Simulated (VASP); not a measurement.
# HfN (I-4m2) in VASP: notebook

HfN is run at these levels: r2SCAN; tasks: single point.

All numbers are computed with VASP 6.6.1; they aren't measurements. Logs are shortened: lines on timing, memory, paths and dates and some standing lists are left out, and cuts for length are marked.

## (1) The cell of the first run

It takes space group I-4m2 (No. 119, tetragonal). Conventional cell: a = 3.385 Å, b = 3.385 Å, c = 4.910 Å, α = 90.00°, β = 90.00°, γ = 90.00°. Within 2.8 Å of Hf (site symmetry -4m2) lie 4 N at 2.09 Å. Within 2.8 Å of N (site symmetry -4m2) lie 4 Hf at 2.09 Å.

## (2) Single point, r2SCAN (strain -0.025 along x and y, +0.000 along z)

File POSCAR:

```
HfN
1.0
    0.0000000000      2.3934514500      2.4548220000
    2.3934514500      0.0000000000      2.4548220000
    2.3934514500      2.3934514500      0.0000000000
Hf N
1 1
Direct
    0.0000000000      0.0000000000      0.0000000000
    0.7500000000      0.7500000000      0.7500000000
```

File INCAR.step1:

```
PREC     = Accurate       # precision mode
ENCUT    = 520            # plane-wave cutoff, eV
ISMEAR   = 0              # smearing method
SIGMA    = 0.15           # smearing width, eV
LREAL    = F              # projectors in reciprocal space
LASPH    = T              # aspherical terms in the spheres
NELM     = 80             # most SCF steps
NBANDS   = 14             # bands
GGA      = PE             # functional
ALGO     = Normal         # electronic algorithm
EDIFF    = 1E-4           # SCF threshold, eV
LWAVE    = T              # write WAVECAR
LCHARG   = F              # write CHGCAR
```

File INCAR.step2:

```
PREC     = Accurate       # precision mode
ENCUT    = 520            # plane-wave cutoff, eV
EDIFF    = 1E-6           # SCF threshold, eV
ISMEAR   = 0              # smearing method
SIGMA    = 0.15           # smearing width, eV
LREAL    = F              # projectors in reciprocal space
LASPH    = T              # aspherical terms in the spheres
NELM     = 80             # most SCF steps
ALGO     = Normal         # electronic algorithm
ISIF     = 2              # what is computed and relaxed
LWAVE    = F              # write WAVECAR
LCHARG   = F              # write CHGCAR
METAGGA  = R2SCAN         # meta-GGA
LMIXTAU  = T            
NBANDS   = 14             # bands
ISTART   = 1
```

File KPOINTS:

```
regular mesh
0
Gamma
  16 16 16
```

Potentials or basis: VASP PAW PBE potentials, release 64 (Hf_pv, N).

On the command line:

```
$ cat potpaw_PBE.64/Hf_pv/POTCAR potpaw_PBE.64/N/POTCAR > POTCAR
$ cp INCAR.step1 INCAR
$ mpirun -np 1 vasp_std > vasp.out
$ cp INCAR.step2 INCAR
$ mpirun -np 1 vasp_std > vasp.out
```

OUTCAR:

```text
PREC = Accurate
   ENCUT = 520
   EDIFF = 1E-6
   ISMEAR = 0
   LREAL = F
   LASPH = T
   NELM = 80
   ISIF = 2
   METAGGA = R2SCAN
   ISTART = 1

 ion  position               nearest neighbor table
   1  0.000  0.000  0.000-   2 2.09   2 2.09   2 2.09   2 2.09
   2  0.750  0.750  0.750-   1 2.09   1 2.09   1 2.09   1 2.09

  LATTYP: Found a body centered tetragonal cell.
 ALAT       =     3.3848515015
 C/A-ratio  =     1.4504754486

  Lattice vectors:

 A1 = (  -2.3934514500,   0.0000000000,   2.4548220000)
 A2 = (   2.3934514500,   0.0000000000,   2.4548220000)
 A3 = (   0.0000000000,   2.3934514500,  -2.4548220000)

Analysis of symmetry for initial positions (statically):
=====================================================================
 Subroutine PRICEL returns:
 Original cell was already a primitive cell.

 Routine SETGRP: Setting up the symmetry group for a
 body centered tetragonal supercell.

 Subroutine GETGRP returns: Found  8 space group operations
 (whereof  8 operations were pure point group operations)
 out of a pool of 16 trial point group operations.

The static configuration has the point symmetry D_2d.

Analysis of symmetry for dynamics (positions and initial velocities):
=====================================================================
 Subroutine PRICEL returns:
 Original cell was already a primitive cell.

 Routine SETGRP: Setting up the symmetry group for a
 body centered tetragonal supercell.

 Subroutine GETGRP returns: Found  8 space group operations
 (whereof  8 operations were pure point group operations)
 out of a pool of 16 trial point group operations.

The dynamic configuration has the point symmetry D_2d.

 Subroutine INISYM returns: Found  8 space group operations
 (whereof  8 operations are pure point group operations),
 and found     1 'primitive' translations

----------------------------------------------------------------------------------------

                                     Primitive cell

  volume of cell :      28.1254

  direct lattice vectors                    reciprocal lattice vectors
     0.000000000  2.393451450  2.454822000    -0.208903339  0.208903339  0.203680756
     2.393451450  0.000000000  2.454822000     0.208903339 -0.208903339  0.203680756
     2.393451450  2.393451450  0.000000000     0.208903339  0.208903339 -0.203680756

  length of vectors
     3.428521678  3.428521678  3.384851501     0.358841275  0.358841275  0.358841275

  position of ions in fractional coordinates (direct lattice)
     0.000000000  0.000000000  0.000000000
     0.750000000  0.750000000  0.750000000

  ion indices of the primitive-cell ions
[... 88 lines left out ...]
   EMIN   =  10.00;   EMAX   =-10.00  energy-range for DOS
   EFERMI =   0.00;   METHOD = LEGACY
   ISMEAR =     0;   SIGMA  =   0.15  broadening in eV -4-tet -1-fermi 0-gaus
   EFERMI_NEDOS =   21; number of points for ismear=-14 and -15
   IALGO  =     38    algorithm
   IMIX   =      4    mixing-type and parameters
     AMIX     =   0.40;   BMIX     =  1.00
     AMIX_MAG =   1.60;   BMIX_MAG =  1.00
  volume/ion in A,a.u.               =      14.06        94.90
  Fermi-wavevector in a.u.,A,eV,Ry     =   1.327615  2.508829 23.981108  1.762562
  Thomas-Fermi vector in A             =   2.456914
   LORBIT       =      0    0 simple, 1 ext, 2 COOP (PROOUT), +10 PAW based schemes
   METAGGA = R2SCAN    functional components
   LHFCALC =     F    Hartree Fock is set to
   AEXX    =    0.0000 exact exchange contribution
   IVDW    =     0    specifies the selected vdW correction
   LEPSILON=     F    determine dielectric tensor
   LRPA    =     F    only Hartree local field effects (RPA)
 non-spin polarized calculation
 Gauss-broadening in eV      SIGMA  =   0.15
  energy-cutoff  :      520.00
  volume of cell :       28.13
 maximum number of plane-waves:       773
 NGX is ok and might be reduce to    28
   NGX = 13   NGY = 13   NGZ = 13

 number of electron      15.0000001 magnetization

 Free energy of the ion-electron system (eV)
  ---------------------------------------------------
  ext. energy  EPLUGINS =         0.00000000
  ---------------------------------------------------
  free energy    TOTEN  =       -57.69024795 eV

  energy without entropy =      -57.68401127  energy(sigma->0) =      -57.68712961

 E-fermi :   6.2020     XC(G=0): -12.2141

 val. band max:        6.1997612421   @ k =  -0.0625   0.0625   0.0000
 cond. band min:       6.2217109065   @ k =  -0.4375   0.1250   0.2500
 fundamental gap:      0.0219496644
 Fermi energy:         6.2020096323

 k-point     1 :       0.0000    0.0000    0.0000
  band No.  band energies     occupation
      1     -25.9873      2.00000
      2     -25.9873      2.00000
      3     -25.9835      2.00000
      4     -11.3257      2.00000
      5       0.0693      2.00000
      6       0.1474      2.00000
      7       0.1474      2.00000
      8       5.6166      2.00000
      9       8.5890      0.00000
     10       8.9366      0.00000
     11      13.1236      0.00000
     12      13.5812      0.00000
     13      13.5812      0.00000
     14      17.6297      0.00000
[... 377 lines left out ...]
      1     -26.0490      2.00000
      2     -25.9985      2.00000
      3     -25.9911      2.00000
      4     -11.1893      2.00000
      5      -0.1024      2.00000
      6       0.1882      2.00000
      7       0.2202      2.00000
      8       6.1998      1.01691
      9       8.5768      0.00000
     10       8.5954      0.00000
     11      13.2130      0.00000
     12      13.3637      0.00000
     13      13.9511      0.00000
     14      17.6296      0.00000

 [... further k-points ...]

------------------------ aborting loop because EDIFF is reached ----------------------------------------

  FORCE on cell =-STRESS in cart. coord.  units (eV):
  Direction    XX          YY          ZZ          XY          YZ          ZX
  --------------------------------------------------------------------------------------
  -------------------------------------------------------------------------------------
  Total        1.5580339      1.5580339      0.7880170      0.0000000      0.0000000      0.0000000
  in kB       88.7540621     88.7540621     44.8897245      0.0000000      0.0000000      0.0000000
  external PRESSURE =      74.1326163 kB  Pullay stress =       0.0000000 kB

 VOLUME and BASIS-vectors are now :
 -----------------------------------------------------------------------------
  energy-cutoff  :      520.00
  volume of cell :       28.13
      direct lattice vectors                 reciprocal lattice vectors
     0.000000000  2.393451450  2.454822000    -0.208903339  0.208903339  0.203680756
     2.393451450  0.000000000  2.454822000     0.208903339 -0.208903339  0.203680756
     2.393451450  2.393451450  0.000000000     0.208903339  0.208903339 -0.203680756

 POSITION                                       TOTAL-FORCE (eV/Angst)
 -----------------------------------------------------------------------------------
      0.00000      0.00000      0.00000         0.000000      0.000000      0.000000
      3.59018      3.59018      3.68223        -0.000000     -0.000000     -0.000000
 -----------------------------------------------------------------------------------
    total drift:                               -0.000000     -0.000000     -0.000000

  FREE ENERGIE OF THE ION-ELECTRON SYSTEM (eV)
  ---------------------------------------------------
  free  energy   TOTEN  =       -57.6902479455 eV

  energy  without entropy=      -57.6840112705  energy(sigma->0) =      -57.68712961
```

OSZICAR.step1:

```text
N       E                     dE             d eps       ncg     rms          rms(c)
DAV:   1     0.421163078761E+02    0.42116E+02   -0.77259E+03  9804   0.983E+02
DAV:   2    -0.223292293498E+02   -0.64446E+02   -0.60393E+02 13182   0.235E+02
DAV:   3    -0.247527879805E+02   -0.24236E+01   -0.24155E+01 11368   0.379E+01
DAV:   4    -0.247656063962E+02   -0.12818E-01   -0.12817E-01 11608   0.328E+00
DAV:   5    -0.247657314206E+02   -0.12502E-03   -0.12502E-03 11452   0.284E-01    0.587E+01
DAV:   6    -0.212646716059E+02    0.35011E+01   -0.12454E+01 10702   0.250E+01    0.419E+01
DAV:   7    -0.211890745570E+02    0.75597E-01   -0.64897E-01 10324   0.729E+00    0.258E+01
DAV:   8    -0.211790908215E+02    0.99837E-02   -0.79628E-02 12070   0.261E+00    0.654E+00
DAV:   9    -0.211726127187E+02    0.64781E-02   -0.18163E-02 11140   0.101E+00    0.173E+00
DAV:  10    -0.211725306743E+02    0.82044E-04   -0.14094E-03 11416   0.346E-01    0.214E-01
DAV:  11    -0.211725128910E+02    0.17783E-04   -0.84531E-05  6524   0.893E-02
   1 F= -.21172513E+02 E0= -.21169085E+02  d E =-.685660E-02
```

Run time: 4 min. Hardware: 1 thread of Intel Xeon 6975P-C (Granite Rapids), shared host; peak memory 0.28 GiB.

What came out:

| Quantity | Value |
| --- | --- |
| Free energy | -57.6902 eV |
| Pressure | 7.4 GPa |
| Band gap on the k mesh | zero (an odd number of electrons rules out a gap without spin polarisation) |

Stress tensor (GPa, compression positive):
```
8.88 0.00 0.00
0.00 8.88 0.00
0.00 0.00 4.49
```

Levels at points of the mesh, in eV from the Fermi level:
| k point | band 6 | band 7 | band 8 | band 9 | band 10 | band 11 |
| --- | --- | --- | --- | --- | --- | --- |
| (0.00, 0.00, 0.00) | -6.05 | -6.05 | -0.59 | 2.39 | 2.73 | 6.92 |
| (0.50, 0.00, 0.00) | -5.49 | -5.34 | 1.63 | 3.10 | 3.16 | 4.83 |
| (0.50, 0.50, 0.00) | -3.97 | -3.97 | -1.44 | 2.56 | 4.59 | 5.11 |
| (0.50, 0.00, 0.50) | -4.09 | -4.01 | -1.26 | 2.61 | 4.60 | 5.10 |

Caveat: the cell differs from its parent crystal (strain -0.025 along x and y, +0.000 along z); the cell stands under pressure; the PAW data sets were made with another functional, which shifts forces and pressure a little; spin-orbit coupling is left out, which moves the levels of the heavy elements; an odd number of electrons without spin polarisation forces a metal; a magnetic or distorted state may lie lower.

## (3) Single point, r2SCAN (strain +0.000 along x and y, -0.025 along z)

File POSCAR:

```
HfN
1.0
    0.0000000000      2.4548220000      2.3934514500
    2.4548220000      0.0000000000      2.3934514500
    2.4548220000      2.4548220000      0.0000000000
Hf N
1 1
Direct
    0.0000000000      0.0000000000      0.0000000000
    0.7500000000      0.7500000000      0.7500000000
```

File INCAR.step1:

```
PREC = Accurate
ENCUT = 520
ISMEAR = 0
SIGMA = 0.15
LREAL = False
LASPH = True
NELM = 100
NBANDS = 14
GGA = PE
ALGO = Normal
EDIFF = 1E-4
LWAVE = True
LCHARG = False
```

File INCAR.step2:

```
PREC = Accurate
ENCUT = 520
EDIFF = 1E-6
ISMEAR = 0
SIGMA = 0.15
LREAL = False
LASPH = True
NELM = 100
ALGO = Normal
ISIF = 2
LWAVE = False
LCHARG = False
METAGGA = R2SCAN
LMIXTAU = True
NBANDS = 14
ISTART = 1
```

File KPOINTS:

```
Automatic mesh
0
Gamma
  16 16 16
```

Potentials or basis: VASP PAW PBE potentials, release 64 (Hf_pv, N).

On the command line:

```
$ cat potpaw_PBE.64/Hf_pv/POTCAR potpaw_PBE.64/N/POTCAR > POTCAR
$ cp INCAR.step1 INCAR
$ mpirun -np 1 vasp_std > vasp.out
$ cp INCAR.step2 INCAR
$ mpirun -np 1 vasp_std > vasp.out
```

Run time: 3.9 min. Hardware: 1 thread of Intel Xeon 6975P-C (Granite Rapids), shared host; peak memory 0.28 GiB.

It converged, with:

* Free energy: -57.7115 eV
* Pressure: 1.6 GPa
* Band gap on the k mesh: zero (an odd number of electrons rules out a gap without spin polarisation)

Stress tensor (GPa, compression positive):
```
0.30 0.00 0.00
0.00 0.30 0.00
0.00 0.00 4.31
```

Levels at points of the mesh, in eV from the Fermi level:
| k point | band 4 | band 5 | band 6 | band 7 | band 8 | band 9 | band 10 | band 11 | band 12 | band 13 |
| --- | --- | --- | --- | --- | --- | --- | --- | --- | --- | --- |
| (0.00, 0.00, 0.00) | -17.39 | -5.98 | -5.98 | -5.90 | -0.65 | 2.33 | 2.67 | 6.91 | 6.91 | 7.34 |
| (0.50, 0.00, 0.00) | -16.27 | -6.16 | -5.38 | -5.24 | 1.58 | 3.03 | 3.06 | 4.73 | 5.60 | 5.64 |
| (0.50, 0.50, 0.00) | -15.92 | -7.31 | -4.04 | -4.04 | -1.20 | 2.58 | 4.43 | 4.98 | 4.98 | 11.30 |
| (0.50, 0.00, 0.50) | -15.88 | -7.36 | -4.01 | -3.93 | -1.36 | 2.48 | 4.46 | 4.95 | 4.99 | 11.04 |

Caveat: the cell differs from its parent crystal (strain +0.000 along x and y, -0.025 along z); the PAW data sets were made with another functional, which shifts forces and pressure a little; spin-orbit coupling is left out, which moves the levels of the heavy elements; an odd number of electrons without spin polarisation forces a metal; a magnetic or distorted state may lie lower.

The gap in the log of VASP goes by the Fermi energy; the results here count the filled bands.